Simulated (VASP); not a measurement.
# MoW2C4 (P-6m2) in VASP: further runs

MoW2C4 is run at these levels: PBE; tasks: single point.

All numbers are computed with VASP 6.6.1; they aren't measurements. Logs are shortened: lines on timing, memory, paths and dates and some standing lists are left out, and cuts for length are marked.

## Step 1: The cell of the first run

The structure is hexagonal, space group P-6m2 (No. 187). Conventional cell: a = 2.789 Å, b = 2.789 Å, c = 10.635 Å, α = 90.00°, β = 90.00°, γ = 120.00°. Mo (site symmetry -6m2) has 6 C at 2.18 Å and 6 Mo at 2.79 Å and 2 W at 2.85 Å within 2.9 Å. W (site symmetry 3m) has 9 C at 2.13 to 2.94 Å and 6 W at 2.79 Å and 1 Mo at 2.85 Å within 3.0 Å. C (site symmetry -6m2) has 3 C at 1.61 Å within 2.1 Å. Within 2.1 Å of C (site symmetry -6m2) lie 3 C at 1.61 Å. C (site symmetry 3m) has 3 W at 2.13 Å and 3 Mo at 2.18 Å and 6 C at 2.79 Å within 2.8 Å.

## Step 2: Single point, PBE

INCAR

```
PREC     = Accurate       # precision mode
ENCUT    = 600            # plane-wave cutoff, eV
EDIFF    = 1E-6           # SCF threshold, eV
ISMEAR   = 0              # smearing method
SIGMA    = 0.2            # smearing width, eV
LREAL    = False          # projectors in reciprocal space
LASPH    = True           # aspherical terms in the spheres
NELM     = 120            # most SCF steps
ALGO     = Normal         # electronic algorithm
ISIF     = 2              # what is computed and relaxed
LWAVE    = False          # write WAVECAR
LCHARG   = False          # write CHGCAR
GGA      = PE             # functional
NBANDS   = 38             # bands
GGA_COMPAT= False
```

KPOINTS

```
Automatic mesh
0
Gamma
  6 6 2
```

POSCAR

```
MoW2C4
1.0
    2.7891372489      0.0000000025      0.0000000000
   -1.3945686266      2.4154637109      0.0000000000
    0.0000000000      0.0000000000     10.6354428065
Mo W C
1 2 4
Direct
    0.0000000000      0.0000000000      0.0000000000
    0.0000000000      0.0000000000      0.2681618694
    0.0000000000      0.0000000000      0.7318381306
    0.3333333333      0.6666666667      0.5000000000
    0.6666666667      0.3333333333      0.5000000000
    0.3333333333      0.6666666667      0.1376436780
    0.3333333333      0.6666666667      0.8623563220
```

Potentials or basis: VASP PAW PBE potentials, release 64 (Mo_sv, W_sv, C).

Launch:

```sh
$ cat potpaw_PBE.64/Mo_sv/POTCAR potpaw_PBE.64/W_sv/POTCAR potpaw_PBE.64/C/POTCAR > POTCAR
$ mpirun -np 1 vasp_std > vasp.out
```

OUTCAR:

```text
PREC = Accurate
   ENCUT = 600
   EDIFF = 1E-6
   ISMEAR = 0
   LREAL = False
   LASPH = True
   NELM = 120
   ISIF = 2
   GGA = PE

 ion  position               nearest neighbor table
   1  0.000  0.000  0.000-   6 2.18   7 2.18   6 2.18   7 2.18   6 2.18   7 2.18   2 2.85   3 2.85

   2  0.000  0.000  0.268-   6 2.13   6 2.13   6 2.13   1 2.85
   3  0.000  0.000  0.732-   7 2.13   7 2.13   7 2.13   1 2.85
   4  0.333  0.667  0.500-   5 1.61   5 1.61   5 1.61
   5  0.667  0.333  0.500-   4 1.61   4 1.61   4 1.61
   6  0.333  0.667  0.138-   2 2.13   2 2.13   2 2.13   1 2.18   1 2.18   1 2.18
   7  0.333  0.667  0.862-   3 2.13   3 2.13   3 2.13   1 2.18   1 2.18   1 2.18

  LATTYP: Found a hexagonal cell.
 ALAT       =     2.7891372489
 C/A-ratio  =     3.8131658134

  Lattice vectors:

 A1 = (   2.7891372489,   0.0000000025,   0.0000000000)
 A2 = (  -1.3945686266,   2.4154637109,   0.0000000000)
 A3 = (   0.0000000000,   0.0000000000,  10.6354428065)

Analysis of symmetry for initial positions (statically):
=====================================================================
 Subroutine PRICEL returns:
 Original cell was already a primitive cell.

 Routine SETGRP: Setting up the symmetry group for a
 hexagonal supercell.

 Subroutine GETGRP returns: Found 12 space group operations
 (whereof 12 operations were pure point group operations)
 out of a pool of 24 trial point group operations.

The static configuration has the point symmetry D_3h.

Analysis of symmetry for dynamics (positions and initial velocities):
=====================================================================
 Subroutine PRICEL returns:
 Original cell was already a primitive cell.

 Routine SETGRP: Setting up the symmetry group for a
 hexagonal supercell.

 Subroutine GETGRP returns: Found 12 space group operations
 (whereof 12 operations were pure point group operations)
 out of a pool of 24 trial point group operations.

The dynamic configuration has the point symmetry D_3h.

 Subroutine INISYM returns: Found 12 space group operations
 (whereof 12 operations are pure point group operations),
 and found     1 'primitive' translations

----------------------------------------------------------------------------------------

[... 92 lines left out ...]
   LREAL  =      F    real-space projection
   EDIFFG = 0.1E-04   stopping-criterion for IOM
   NSW    =      0    number of steps for IOM
   IBRION =     -1    ionic relax: 0-MD 1-quasi-New 2-CG
   NFREE  =      0    steps in history (QN), initial steepest desc. (CG)
   ISIF   =      2    stress and relaxation
   ISYM   =      2    0-nonsym 1-usesym 2-fastsym
   POTIM  = 0.5000    time-step for ionic-motion
   TEBEG  =    0.0;   TEEND  =   0.0 temperature during run
   PSTRESS=    0.0 pullay stress
   NELECT =      58.0000    total number of electrons
   NUPDOWN=      -1.0000    fix difference up-down
   EMIN   =  10.00;   EMAX   =-10.00  energy-range for DOS
   EFERMI =   0.00;   METHOD = LEGACY
   ISMEAR =     0;   SIGMA  =   0.20  broadening in eV -4-tet -1-fermi 0-gaus
   EFERMI_NEDOS =   21; number of points for ismear=-14 and -15
   IALGO  =     38    algorithm
   IMIX   =      4    mixing-type and parameters
     AMIX     =   0.40;   BMIX     =  1.00
     AMIX_MAG =   1.60;   BMIX_MAG =  1.00
  volume/ion in A,a.u.               =      10.24        69.08
  Fermi-wavevector in a.u.,A,eV,Ry     =   1.525722  2.883197 31.672031  2.327829
  Thomas-Fermi vector in A             =   2.633854
   LORBIT       =      0    0 simple, 1 ext, 2 COOP (PROOUT), +10 PAW based schemes
   GGA     = PE    functional components
   LHFCALC =     F    Hartree Fock is set to
   AEXX    =    0.0000 exact exchange contribution
   IVDW    =     0    specifies the selected vdW correction
   LEPSILON=     F    determine dielectric tensor
   LRPA    =     F    only Hartree local field effects (RPA)
 non-spin polarized calculation
 Gauss-broadening in eV      SIGMA  =   0.20
  energy-cutoff  :      600.00
  volume of cell :       71.65
 maximum number of plane-waves:      2442
 NGX is ok and might be reduce to    24
   NGX = 11   NGY = 11   NGZ = 43

 number of electron      58.0000001 magnetization

 Free energy of the ion-electron system (eV)
  ---------------------------------------------------
  ext. energy  EPLUGINS =         0.00000000
  ---------------------------------------------------
  free energy    TOTEN  =       -69.33989522 eV

  energy without entropy =      -69.30556694  energy(sigma->0) =      -69.32273108

 E-fermi :  11.2724     XC(G=0): -13.3454

 val. band max:       11.2452495264   @ k =   0.1667   0.0000   0.0000
 cond. band min:      11.3873739843   @ k =   0.0000   0.0000   0.5000
 fundamental gap:      0.1421244578
 Fermi energy:        11.2724294685

 k-point     1 :       0.0000    0.0000    0.0000
  band No.  band energies     occupation
      1     -62.8671      2.00000
      2     -62.8670      2.00000
      3     -50.1913      2.00000
      4     -27.4187      2.00000
      5     -27.3979      2.00000
      6     -26.5167      2.00000
[... 563 lines left out ...]
     37      16.8064      0.00000
     38      17.4827      0.00000

------------------------ aborting loop because EDIFF is reached ----------------------------------------

  FORCE on cell =-STRESS in cart. coord.  units (eV):
  Direction    XX          YY          ZZ          XY          YZ          ZX
  --------------------------------------------------------------------------------------
  -------------------------------------------------------------------------------------
  Total        0.1407948      0.1407948      0.4535820      0.0000000     -0.0000000     -0.0000000
  in kB        3.1482642      3.1482642     10.1423925      0.0000000     -0.0000000     -0.0000000
  external PRESSURE =       5.4796403 kB  Pullay stress =       0.0000000 kB

 VOLUME and BASIS-vectors are now :
 -----------------------------------------------------------------------------
  energy-cutoff  :      600.00
  volume of cell :       71.65
      direct lattice vectors                 reciprocal lattice vectors
     2.789137249  0.000000003  0.000000000     0.358533808  0.206999591  0.000000000
    -1.394568627  2.415463711  0.000000000    -0.000000000  0.413999182  0.000000000
     0.000000000  0.000000000 10.635442807     0.000000000  0.000000000  0.094025234

 POSITION                                       TOTAL-FORCE (eV/Angst)
 -----------------------------------------------------------------------------------
      0.00000      0.00000      0.00000        -0.000000     -0.000000      0.000000
      0.00000      0.00000      2.85202         0.000000     -0.000000      0.074724
      0.00000      0.00000      7.78342        -0.000000     -0.000000     -0.074724
     -0.00000      1.61031      5.31772         0.000000     -0.000000      0.000000
      1.39457      0.80515      5.31772         0.000000     -0.000000      0.000000
     -0.00000      1.61031      1.46390        -0.000000      0.000000     -0.055011
     -0.00000      1.61031      9.17154        -0.000000      0.000000      0.055011
 -----------------------------------------------------------------------------------
    total drift:                                0.000000     -0.000000      0.000000

  FREE ENERGIE OF THE ION-ELECTRON SYSTEM (eV)
  ---------------------------------------------------
  free  energy   TOTEN  =       -69.3398952189 eV

  energy  without entropy=      -69.3055669376  energy(sigma->0) =      -69.32273108
```

OSZICAR:

```text
N       E                     dE             d eps       ncg     rms          rms(c)
DAV:   1     0.663645566099E+03    0.66365E+03   -0.35135E+04  1064   0.186E+03
DAV:   2    -0.319331318389E+02   -0.69558E+03   -0.67341E+03  1126   0.536E+02
DAV:   3    -0.765143042017E+02   -0.44581E+02   -0.43517E+02  1316   0.126E+02
DAV:   4    -0.776158998316E+02   -0.11016E+01   -0.10931E+01  1314   0.187E+01
DAV:   5    -0.776364436784E+02   -0.20544E-01   -0.20529E-01  1326   0.252E+00    0.516E+01
DAV:   6    -0.696748134966E+02    0.79616E+01   -0.46684E+01  1328   0.329E+01    0.139E+01
DAV:   7    -0.694244001307E+02    0.25041E+00   -0.35806E+00  1292   0.933E+00    0.803E+00
DAV:   8    -0.694289472578E+02   -0.45471E-02   -0.10204E+00  1318   0.477E+00    0.225E+00
DAV:   9    -0.693426791788E+02    0.86268E-01   -0.29329E-01  1296   0.268E+00    0.513E-01
DAV:  10    -0.693403088152E+02    0.23704E-02   -0.35254E-02  1298   0.762E-01    0.356E-01
DAV:  11    -0.693398486380E+02    0.46018E-03   -0.41466E-03  1284   0.345E-01    0.110E-01
DAV:  12    -0.693398970539E+02   -0.48416E-04   -0.33894E-04  1320   0.117E-01    0.188E-02
DAV:  13    -0.693398951946E+02    0.18592E-05   -0.22937E-05  1314   0.274E-02    0.112E-02
DAV:  14    -0.693398952189E+02   -0.24222E-07   -0.26772E-06  1070   0.107E-02
   1 F= -.69339895E+02 E0= -.69322731E+02  d E =-.343283E-01
```

stdout:

```text
POSCAR found type information on POSCAR MoW C
 POSCAR found :  3 types and       7 ions
 scaLAPACK will be used
 LDA part: xc-table for (Slater+PW92), standard interpolation
 POSCAR, INCAR and KPOINTS ok, starting setup
 FFT: planning ... GRIDC
 FFT: planning ... GRID_SOFT
 FFT: planning ... GRID
 WAVECAR not read
 entering main loop
```

Wall time 38 s (1 thread of Intel Xeon Platinum 8559C (Emerald Rapids), shared host); peak memory 0.23 GiB.

What came out:

* Free energy: -69.3399 eV
* Pressure: 0.5 GPa
* Largest force: 0.075 eV/Å
* Band gap on the k mesh: zero (bands 29 and 30 overlap by 0.65 eV)

Forces in eV/Å, atoms in the order of the input:
```
Mo   0.000  0.000  0.000
W    0.000  0.000  0.075
W    0.000  0.000 -0.075
C    0.000  0.000  0.000
C    0.000  0.000  0.000
C    0.000  0.000 -0.055
C    0.000  0.000  0.055
```

Stress tensor (GPa, compression positive):
```
0.31 0.00 0.00
0.00 0.31 0.00
0.00 0.00 1.01
```

Caveat: the k points lie up to 0.43 Å⁻¹ apart, too coarse for converged energies and pressures of a metal; spin-orbit coupling is left out, which moves the levels of the heavy elements.

## Step 3: Single point, PBE

INCAR

```
SYSTEM = MoW2C4
PREC = Accurate ; ENCUT = 600
EDIFF = 1E-6 ; ISMEAR = 0
SIGMA = 0.1 ; LREAL = .FALSE.
LASPH = .TRUE. ; NELM = 120
ALGO = Normal ; ISIF = 2
LWAVE = .FALSE. ; LCHARG = .FALSE.
GGA = PE ; NBANDS = 38
GGA_COMPAT = .FALSE.
```

KPOINTS

```
regular mesh
0
G
  6 6 2
  0 0 0
```

Edit POSCAR of step 2 so:

```diff
@@ -2,4 +2,4 @@
 1.0
-    2.7891372489      0.0000000025      0.0000000000
-   -1.3945686266      2.4154637109      0.0000000000
+    2.7891372489      0.0000000000      0.0000000000
+   -1.3945686244      2.4154637122      0.0000000000
     0.0000000000      0.0000000000     10.6354428065
```

Potentials or basis: VASP PAW PBE potentials, release 64 (Mo_sv, W_sv, C).

Launch:

```sh
$ cat potpaw_PBE.64/Mo_sv/POTCAR potpaw_PBE.64/W_sv/POTCAR potpaw_PBE.64/C/POTCAR > POTCAR
$ mpirun -np 1 vasp_std > vasp.out
```

It took 37 s on 1 thread of Intel Xeon Platinum 8559C (Emerald Rapids), shared host; peak memory 0.23 GiB.

It converged, with:

```
Free energy            : -69.3257 eV
Pressure               : 0.5 GPa
Largest force          : 0.094 eV/Å
Band gap on the k mesh : zero (bands 29 and 30 overlap by 0.66 eV)
```

Forces on the atoms (eV/Å):
```
Mo   0.000  0.000  0.000
W    0.000  0.000  0.094
W    0.000  0.000 -0.094
C    0.000  0.000  0.000
C    0.000  0.000  0.000
C    0.000  0.000 -0.071
C    0.000  0.000  0.071
```

Stress tensor (GPa, compression positive):
```
0.29 0.00 0.00
0.00 0.29 0.00
0.00 0.00 0.92
```

Levels at points of the mesh, in eV from the Fermi level:
| k point | band 25 | band 26 | band 27 | band 28 | band 29 | band 30 | band 31 | band 32 | band 33 | band 34 |
| --- | --- | --- | --- | --- | --- | --- | --- | --- | --- | --- |
| (0.00, 0.00, 0.00) | -2.60 | -0.93 | -0.93 | -0.17 | -0.17 | 0.33 | 0.54 | 1.30 | 1.30 | 1.48 |
| (0.50, 0.00, 0.00) | -2.78 | -2.34 | -1.71 | -1.32 | 0.64 | 1.47 | 1.49 | 2.55 | 3.27 | 3.28 |
| (0.00, 0.00, 0.50) | -2.58 | -0.96 | -0.96 | -0.16 | -0.16 | 0.14 | 0.81 | 1.41 | 1.41 | 1.46 |
| (0.50, 0.00, 0.50) | -3.00 | -2.39 | -1.86 | -0.62 | 0.39 | 1.41 | 1.60 | 2.49 | 2.83 | 3.23 |

Caveat: the k points lie up to 0.43 Å⁻¹ apart, too coarse for converged energies and pressures of a metal; spin-orbit coupling is left out, which moves the levels of the heavy elements.
